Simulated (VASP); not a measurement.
**P: single point with PBE**

P:

```
P
1.0
     1.72204   -5.44381    0.00000
     1.72204    5.44381    0.00000
     0.00000    0.00000    4.54790
P
4
Cartesian
  1.7220 -4.3374 0.3669
  1.7220 -1.1064 2.6409
  1.7220 4.3374 4.1810
  1.7220 1.1064 1.9070
```

```
Program             : VASP 6.6.1
Task                : single point
Functional          : PBE
Potentials or basis : VASP PAW PBE potentials, release 64 (P)
Cutoff              : 520 eV
k mesh              : 6 × 6 × 5
Occupations         : gaussian, width 0.05 eV
Spin                : no spin polarisation
```

```yaml
Pressure: -5.7 GPa
Largest_force: 0.780 eV/Å
Band_gap_on_the_k_mesh: 0.06 eV, direct
```

Forces in eV/Å, atoms in the order of the input:
```
P    0.000 -0.605  0.492
P    0.000  0.605  0.492
P    0.000  0.605 -0.492
P    0.000 -0.605 -0.492
```

Stress tensor (GPa, compression positive):
```
-7.10  0.00  0.00
 0.00 -4.54  0.00
 0.00  0.00 -5.32
```

Levels at points of the mesh, in eV from the valence-band top:
```tsv
k point	band 6	band 7	band 8	band 9	band 10	band 11	band 12	band 13	band 14	band 15
(0.00, 0.00, 0.00)	-4.37	-3.71	-2.52	-2.39	-1.25	0.84	1.19	1.75	2.69	4.70
(0.50, 0.00, 0.00)	-4.85	-3.08	-3.08	-2.51	-2.51	0.79	0.79	1.32	1.32	3.07
(0.50, 0.50, 0.00)	-5.01	-3.87	-2.14	-1.46	0.00	0.06	0.93	1.91	2.52	4.97
```

Wall time 75 s on 1 thread of AMD EPYC 7R43 64-Core Processor (Zen 3) (shared host), peak memory 0.19 GiB.

A k mesh can miss the band edges.
